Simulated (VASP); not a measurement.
# MgS (P6_3/mmc) in VASP: further runs

MgS is run at these levels: PBEsol; tasks: single point.

Program: VASP 6.6.1. These are calculated values, not measurements. Logs are shortened: lines on timing, memory, paths and dates and some standing lists are left out, and cuts for length are marked.

**1. The cell of the first run**

Symmetry: P6_3/mmc, No. 194, hexagonal system. Conventional cell: a = 3.918 Å, b = 3.918 Å, c = 4.783 Å, α = 90.00°, β = 90.00°, γ = 120.00°. Within 3.0 Å of S (site symmetry -6m2) lie 5 Mg at 2.26 to 2.39 Å. Mg (site symmetry -6m2) has 5 S at 2.26 to 2.39 Å within 3.0 Å.

**2. Single point, PBEsol**

INCAR reads:

```
PREC     = Accurate       # precision mode
ENCUT    = 520            # plane-wave cutoff, eV
EDIFF    = 1E-7           # SCF threshold, eV
ISMEAR   = -1             # smearing method
SIGMA    = 0.05           # smearing width, eV
LREAL    = False          # projectors in reciprocal space
LASPH    = True           # aspherical terms in the spheres
NELM     = 80             # most SCF steps
ALGO     = Normal         # electronic algorithm
ISIF     = 2              # what is computed and relaxed
LWAVE    = False          # write WAVECAR
LCHARG   = False          # write CHGCAR
GGA      = PS             # functional
NBANDS   = 16             # bands
```

KPOINTS reads:

```
regular mesh
0
Gamma
  8 8 4
```

POSCAR reads:

```
MgS
1.0
    3.9184709577      0.0000000000      0.0000000000
   -1.9592354789      3.3934953934      0.0000000000
    0.0000000000      0.0000000000      4.7828690596
S Mg
2 2
Direct
    0.6666666667      0.3333333333      0.9374999848
    0.3333333333      0.6666666667      0.4374999848
    0.3333333333      0.6666666667      0.9374990152
    0.6666666667      0.3333333333      0.4374990152
```

Potentials or basis: VASP PAW PBE potentials, release 64 (S, Mg).

Started as:

```sh
$ cat potpaw_PBE.64/S/POTCAR potpaw_PBE.64/Mg/POTCAR > POTCAR
$ mpirun -np 1 vasp_std > vasp.out
```

OUTCAR:

```text
PREC = Accurate
   ENCUT = 520
   EDIFF = 1E-7
   ISMEAR = -1
   LREAL = False
   LASPH = True
   NELM = 80
   ISIF = 2
   GGA = PS

 ion  position               nearest neighbor table
   1  0.667  0.333  0.937-   3 2.26   3 2.26   3 2.26   4 2.39   4 2.39
   2  0.333  0.667  0.437-   4 2.26   4 2.26   4 2.26   3 2.39   3 2.39
   3  0.333  0.667  0.937-   1 2.26   1 2.26   1 2.26   2 2.39   2 2.39   4 3.29   4 3.29   4 3.29
                             4 3.29   4 3.29   4 3.29
   4  0.667  0.333  0.437-   2 2.26   2 2.26   2 2.26   1 2.39   1 2.39   3 3.29   3 3.29   3 3.29
                             3 3.29   3 3.29   3 3.29

  LATTYP: Found a hexagonal cell.
 ALAT       =     3.9184709577
 C/A-ratio  =     1.2205957659

  Lattice vectors:

 A1 = (   3.9184709577,   0.0000000000,   0.0000000000)
 A2 = (  -1.9592354789,   3.3934953934,   0.0000000000)
 A3 = (   0.0000000000,   0.0000000000,   4.7828690596)

Analysis of symmetry for initial positions (statically):
=====================================================================
 Subroutine PRICEL returns:
 Original cell was already a primitive cell.

 Routine SETGRP: Setting up the symmetry group for a
 hexagonal supercell.

 Subroutine GETGRP returns: Found 24 space group operations
 (whereof  6 operations were pure point group operations)
 out of a pool of 24 trial point group operations.

The static configuration has the point symmetry C_3v.
 The point group associated with its full space group is D_6h.

Analysis of symmetry for dynamics (positions and initial velocities):
=====================================================================
 Subroutine PRICEL returns:
 Original cell was already a primitive cell.

 Routine SETGRP: Setting up the symmetry group for a
 hexagonal supercell.

 Subroutine GETGRP returns: Found 24 space group operations
 (whereof  6 operations were pure point group operations)
 out of a pool of 24 trial point group operations.

The dynamic configuration has the point symmetry C_3v.
 The point group associated with its full space group is D_6h.

 Subroutine INISYM returns: Found 24 space group operations
 (whereof  6 operations are pure point group operations),
 and found     1 'primitive' translations

----------------------------------------------------------------------------------------

                                     Primitive cell

  volume of cell :      63.5993

  direct lattice vectors                    reciprocal lattice vectors
     3.918470958  0.000000000  0.000000000     0.255201585  0.147340704  0.000000000
    -1.959235479  3.393495393  0.000000000     0.000000000  0.294681408  0.000000000
     0.000000000  0.000000000  4.782869060     0.000000000  0.000000000  0.209079527

  length of vectors
     3.918470958  3.918470958  4.782869060     0.294681408  0.294681408  0.209079527

  position of ions in fractional coordinates (direct lattice)
     0.666666667  0.333333333  0.937499985
     0.333333333  0.666666667  0.437499985
     0.333333333  0.666666667  0.937499015
     0.666666667  0.333333333  0.437499015

  ion indices of the primitive-cell ions
   primitive index   ion index
                 1           1
                 2           2
                 3           3
                 4           4

----------------------------------------------------------------------------------------

 KPOINTS: regular mesh

Automatic generation of k-mesh.
 Grid dimensions read from file:
 generate k-points for:    8    8    4

 Generating k-lattice:

  Cartesian coordinates                     Fractional coordinates (reciprocal lattice)
     0.031900198  0.018417588  0.000000000     0.125000000  0.000000000  0.000000000
     0.000000000  0.036835176  0.000000000     0.000000000  0.125000000  0.000000000
     0.000000000  0.000000000  0.052269882     0.000000000  0.000000000  0.250000000

  Length of vectors
     0.036835176  0.036835176  0.052269882

  Shift w.r.t. Gamma in fractional coordinates (k-lattice)
     0.000000000  0.000000000  0.000000000

 Subroutine IBZKPT returns following result:
 ===========================================

 Found     30 irreducible k-points:

 Following reciprocal coordinates:
            Coordinates               Weight
  0.000000  0.000000  0.000000      1.000000
  0.125000  0.000000  0.000000      6.000000
  0.250000  0.000000  0.000000      6.000000
  0.375000  0.000000  0.000000      6.000000
  0.500000  0.000000  0.000000      3.000000
  0.125000  0.125000  0.000000      6.000000
[... 16 lines left out ...]
  0.250000  0.000000  0.500000      6.000000
  0.375000  0.000000  0.500000      6.000000
 [... further k-points ...]
   k-points           NKPTS =     30   k-points in BZ     NKDIM =     30   number of bands    NBANDS=     16
   number of dos      NEDOS =    301   number of ions     NIONS =      4
   total plane-waves  NPLWV =  32400
   dimension x,y,z NGX =    30 NGY =   30 NGZ =   36
   dimension x,y,z NGXF=    60 NGYF=   60 NGZF=   72
   ions per type =               2   2
   NGX,Y,Z   is equivalent  to a cutoff of  12.73, 12.73, 12.51 a.u.
   NGXF,Y,Z  is equivalent  to a cutoff of  25.46, 25.46, 25.03 a.u.
 SYSTEM =  unknown system
   PREC   = accura    normal or accurate (medium, high low for compatibility)
   ISTART =      0    job   : 0-new  1-cont  2-samecut
   ICHARG =      2    charge: 1-file 2-atom 10-const
   ISPIN  =      1    spin polarized calculation?
   LNONCOLLINEAR =      F non collinear calculations
   LSORBIT =      F    spin-orbit coupling
   LASPH  =      T    aspherical Exc in radial PAW
   ENCUT  =  520.0 eV  38.22 Ry    6.18 a.u.   7.29  7.29  8.89*2*pi/ulx,y,z
   NELM   =     80;   NELMIN=  2; NELMDL= -5     # of ELM steps
   EDIFF  = 0.1E-06   stopping-criterion for ELM
   LREAL  =      F    real-space projection
   EDIFFG = 0.1E-05   stopping-criterion for IOM
   NSW    =      0    number of steps for IOM
   IBRION =     -1    ionic relax: 0-MD 1-quasi-New 2-CG
   NFREE  =      0    steps in history (QN), initial steepest desc. (CG)
   ISIF   =      2    stress and relaxation
   ISYM   =      2    0-nonsym 1-usesym 2-fastsym
   POTIM  = 0.5000    time-step for ionic-motion
   TEBEG  =    0.0;   TEEND  =   0.0 temperature during run
   PSTRESS=    0.0 pullay stress
   NELECT =      16.0000    total number of electrons
   NUPDOWN=      -1.0000    fix difference up-down
   EMIN   =  10.00;   EMAX   =-10.00  energy-range for DOS
   EFERMI =   0.00;   METHOD = LEGACY
   ISMEAR =    -1;   SIGMA  =   0.05  broadening in eV -4-tet -1-fermi 0-gaus
   EFERMI_NEDOS =   21; number of points for ismear=-14 and -15
   IALGO  =     38    algorithm
   IMIX   =      4    mixing-type and parameters
     AMIX     =   0.40;   BMIX     =  1.00
     AMIX_MAG =   1.60;   BMIX_MAG =  1.00
  volume/ion in A,a.u.               =      15.90       107.30
  Fermi-wavevector in a.u.,A,eV,Ry     =   1.033469  1.952973 14.531808  1.068058
  Thomas-Fermi vector in A             =   2.167717
   LORBIT       =      0    0 simple, 1 ext, 2 COOP (PROOUT), +10 PAW based schemes
   GGA     = PS    functional components
   LHFCALC =     F    Hartree Fock is set to
   AEXX    =    0.0000 exact exchange contribution
   IVDW    =     0    specifies the selected vdW correction
   LEPSILON=     F    determine dielectric tensor
   LRPA    =     F    only Hartree local field effects (RPA)
 non-spin polarized calculation
  energy-cutoff  :      520.00
  volume of cell :       63.60
 maximum number of plane-waves:      1751
 NGX is ok and might be reduce to    30
   NGX = 15   NGY = 15   NGZ = 17

 number of electron      15.9999997 magnetization

 Free energy of the ion-electron system (eV)
  ---------------------------------------------------
  ext. energy  EPLUGINS =         0.00000000
  ---------------------------------------------------
  free energy    TOTEN  =       -16.35696673 eV

  energy without entropy =      -16.35696673  energy(sigma->0) =      -16.35696673

 E-fermi :   5.8579     XC(G=0): -10.0327

 val. band max:        4.8885604405   @ k =   0.0000   0.0000   0.0000
 cond. band min:       7.8300673632   @ k =   0.5000   0.0000   0.0000
 fundamental gap:      2.9415069227
 Fermi energy:         5.8579029295

 k-point     1 :       0.0000    0.0000    0.0000
  band No.  band energies     occupation
      1      -9.1459      2.00000
      2      -6.5789      2.00000
      3      -0.5578      2.00000
      4       2.0080      2.00000
      5       2.0080      2.00000
      6       3.5734      2.00000
[... 8 lines left out ...]
     15      13.2294      0.00000
     16      13.2294      0.00000

 k-point     2 :       0.1250    0.0000    0.0000
  band No.  band energies     occupation
      1      -9.0296      2.00000
      2      -6.5991      2.00000
      3      -0.4226      2.00000
      4       1.6014      2.00000
      5       1.8283      2.00000
      6       3.1749      2.00000
[... 8 lines left out ...]
     15      13.0159      0.00000
     16      13.6556      0.00000

 k-point     3 :       0.2500    0.0000    0.0000
  band No.  band energies     occupation
      1      -8.7035      2.00000
      2      -6.6949      2.00000
      3      -0.0317      2.00000
      4       0.7958      2.00000
      5       1.4875      2.00000
      6       2.4463      2.00000
[... 8 lines left out ...]
     15      13.0659      0.00000
     16      14.8272      0.00000

 k-point     4 :       0.3750    0.0000    0.0000
  band No.  band energies     occupation
      1      -8.2542      2.00000
      2      -6.9207      2.00000
      3       0.1582      2.00000
      4       0.5462      2.00000
      5       1.2182      2.00000
      6       1.8721      2.00000
[... 8 lines left out ...]
     15      14.3037      0.00000
     16      16.1937      0.00000
[... 324 lines left out ...]
 k-point    22 :       0.1250    0.0000    0.5000
  band No.  band energies     occupation
      1      -8.0047      2.00000
      2      -8.0047      2.00000
      3       1.2142      2.00000
      4       1.2142      2.00000
      5       2.6416      2.00000
      6       2.6416      2.00000
[... 8 lines left out ...]
     15      13.9473      0.00000
     16      13.9473      0.00000

 k-point    23 :       0.2500    0.0000    0.5000
  band No.  band energies     occupation
      1      -7.7910      2.00000
      2      -7.7910      2.00000
      3       0.2489      2.00000
      4       0.2489      2.00000
      5       2.4336      2.00000
      6       2.4336      2.00000
[... 8 lines left out ...]
     15      14.1815      0.00000
     16      14.1815      0.00000

 k-point    24 :       0.3750    0.0000    0.5000
  band No.  band energies     occupation
      1      -7.5516      2.00000
      2      -7.5516      2.00000
      3      -0.5281      2.00000
      4      -0.5281      2.00000
      5       2.2466      2.00000
      6       2.2466      2.00000
[... 8 lines left out ...]
     15      15.1529      0.00000
     16      15.1529      0.00000

 [... further k-points ...]

------------------------ aborting loop because EDIFF is reached ----------------------------------------

  FORCE on cell =-STRESS in cart. coord.  units (eV):
  Direction    XX          YY          ZZ          XY          YZ          ZX
  --------------------------------------------------------------------------------------
  -------------------------------------------------------------------------------------
  Total       12.0205400     12.0205400     11.9394756     -0.0000000      0.0000000     -0.0000000
  in kB      302.8183387    302.8183387    300.7761860     -0.0000000      0.0000000     -0.0000000
  external PRESSURE =     302.1376211 kB  Pullay stress =       0.0000000 kB

 VOLUME and BASIS-vectors are now :
 -----------------------------------------------------------------------------
  energy-cutoff  :      520.00
  volume of cell :       63.60
      direct lattice vectors                 reciprocal lattice vectors
     3.918470958  0.000000000  0.000000000     0.255201585  0.147340704  0.000000000
    -1.959235479  3.393495393  0.000000000     0.000000000  0.294681408  0.000000000
     0.000000000  0.000000000  4.782869060     0.000000000  0.000000000  0.209079527

 POSITION                                       TOTAL-FORCE (eV/Angst)
 -----------------------------------------------------------------------------------
      1.95924      1.13117      4.48394        -0.000000      0.000000     -0.000000
     -0.00000      2.26233      2.09251         0.000000      0.000000     -0.000000
     -0.00000      2.26233      4.48394         0.000000     -0.000000     -0.000000
      1.95924      1.13117      2.09250        -0.000000      0.000000      0.000000
 -----------------------------------------------------------------------------------
    total drift:                                0.000000     -0.000000     -0.000304

  FREE ENERGIE OF THE ION-ELECTRON SYSTEM (eV)
  ---------------------------------------------------
  free  energy   TOTEN  =       -16.3569667323 eV

  energy  without entropy=      -16.3569667323  energy(sigma->0) =      -16.35696673
```

Run time: 14 s. Hardware: 1 thread of Intel Xeon 6975P-C (Granite Rapids), shared host; peak memory 0.18 GiB.

What came out:

```yaml
Free_energy: -16.3570 eV
Pressure: 30.2 GPa
Band_gap_on_the_k_mesh: 2.94 eV (least direct gap 3.40 eV)
```

Caveat: the cell stands under pressure; the PAW data sets were made with another functional, which shifts forces and pressure a little. A k mesh can miss the band edges.

**3. Single point, PBEsol**

This run uses another cell than the first one, of 16.99 Å³/atom.

INCAR reads:

```
SYSTEM = MgS
  PREC = Accurate
  ENCUT = 520
  EDIFF = 1E-6
  ISMEAR = -1
  SIGMA = 0.05
  LREAL = .FALSE.
  LASPH = .TRUE.
  NELM = 60
  ALGO = Normal
  ISIF = 2
  LWAVE = .FALSE.
  LCHARG = .FALSE.
  GGA = PS
  NBANDS = 16
```

KPOINTS reads:

```
Automatic mesh
0
G
  8 8 4
  0 0 0
```

POSCAR reads:

```
MgS
1.0
    4.0054366404      0.0000000000      0.0000000000
   -2.0027183202      3.4688098838      0.0000000000
    0.0000000000      0.0000000000      4.8904533212
S Mg
2 2
Direct
    0.6666666667      0.3333333333      0.9374982027
    0.3333333333      0.6666666667      0.4374982027
    0.3333333333      0.6666666667      0.9375007973
    0.6666666667      0.3333333333      0.4375007973
```

Potentials or basis: VASP PAW PBE potentials, release 64 (S, Mg).

Started as:

```sh
$ cat potpaw_PBE.64/S/POTCAR potpaw_PBE.64/Mg/POTCAR > POTCAR
$ mpirun -np 1 vasp_std > vasp.out
```

Wall time 14 s (1 thread of Intel Xeon 6975P-C (Granite Rapids), shared host); peak memory 0.18 GiB.

It converged, with:

```yaml
Free_energy: -17.0339 eV
Pressure: 20.1 GPa
Band_gap_on_the_k_mesh: 3.05 eV (least direct gap 3.30 eV)
```

Stress tensor (GPa, compression positive):
```
20.11  0.00  0.00
 0.00 20.11  0.00
 0.00  0.00 19.98
```

Levels at points of the mesh, in eV from the valence-band top:
```
           k point  band 4  band 5  band 6  band 7  band 8  band 9  band 10  band 11  band 12  band 13
(0.00, 0.00, 0.00)   -2.66   -2.66   -1.18   -1.18    0.00    3.30     3.79     6.02     6.02     7.46
(0.50, 0.00, 0.00)   -3.62   -3.48   -3.05   -2.25   -0.96    3.05     5.84     5.94     6.10     8.42
(0.00, 0.00, 0.50)   -2.89   -1.97   -1.97   -1.97   -1.97    5.06     5.06     5.79     5.79     5.79
(0.50, 0.00, 0.50)   -5.33   -2.50   -2.50   -1.22   -1.22    4.47     4.47     6.81     6.81     9.19
```

Caveat: the cell stands under pressure; the PAW data sets were made with another functional, which shifts forces and pressure a little.

**4. Single point, PBEsol**

This run uses another cell than the first one, of 18.50 Å³/atom.

INCAR reads:

```
SYSTEM = MgS
PREC = Accurate
ENCUT = 520
EDIFF = 1E-6
ISMEAR = -1
SIGMA = 0.05
LREAL = .FALSE.
LASPH = .TRUE.
NELM = 60
ALGO = Normal
ISIF = 2
LWAVE = .FALSE.
LCHARG = .FALSE.
GGA = PS
NBANDS = 16
```

KPOINTS is that of step 3.

POSCAR reads:

```
MgS
1.0
    4.1201485215      0.0000000000      0.0000000000
   -2.0600742607      3.5681532870      0.0000000000
    0.0000000000      0.0000000000      5.0339423376
S Mg
2 2
Direct
    0.6666666667      0.3333333333      0.9375008212
    0.3333333333      0.6666666667      0.4375008212
    0.3333333333      0.6666666667      0.9374981788
    0.6666666667      0.3333333333      0.4374981788
```

Started as:

```sh
$ cat potpaw_PBE.64/S/POTCAR potpaw_PBE.64/Mg/POTCAR > POTCAR
$ mpirun -np 1 vasp_std > vasp.out
```

Wall time 13 s (1 thread of Intel Xeon 6975P-C (Granite Rapids), shared host); peak memory 0.2 GiB.

The run converged. Its results:

| Item | Value |
| --- | --- |
| Free energy | -17.5905 eV |
| Pressure | 10.0 GPa |
| Band gap on the k mesh | 3.16 eV (least direct gap 3.17 eV) |

Levels at points of the mesh, in eV from the valence-band top:
```tsv
k point	band 6	band 7	band 8	band 9	band 10	band 11
(0.00, 0.00, 0.00)	-1.04	-1.04	0.00	3.17	3.44	6.00
(0.50, 0.00, 0.00)	-2.83	-1.98	-0.88	3.16	5.79	5.92
(0.00, 0.00, 0.50)	-1.76	-1.76	-1.76	4.89	4.89	5.85
(0.50, 0.00, 0.50)	-2.24	-1.05	-1.05	4.46	4.46	6.67
```

Caveat: the cell stands under pressure; the PAW data sets were made with another functional, which shifts forces and pressure a little. A k mesh can miss the band edges.

**5. Overview**

```tsv
cell	gap on the mesh (eV)	pressure (GPa)
a = 3.918, b = 3.918, c = 4.783 Å, angles 90.0, 90.0, 120.0°, 4 atoms	2.94	30.2
a = 4.005, b = 4.005, c = 4.890 Å, angles 90.0, 90.0, 120.0°, 4 atoms	3.05	20.1
a = 4.120, b = 4.120, c = 5.034 Å, angles 90.0, 90.0, 120.0°, 4 atoms	3.16	10.0
```

Alike in all rows: task single point; level PBEsol; potentials or basis VASP PAW PBE potentials, release 64 (S, Mg); no spin polarisation; k mesh 8 × 8 × 4; cutoff (eV) 520; smearing fermi-dirac 0.05 eV.

Caveats: the cell stands under pressure; the PAW data sets were made with another functional, which shifts forces and pressure a little.

Total energies depend on the potentials used, so only differences within one code and one set of settings carry meaning.
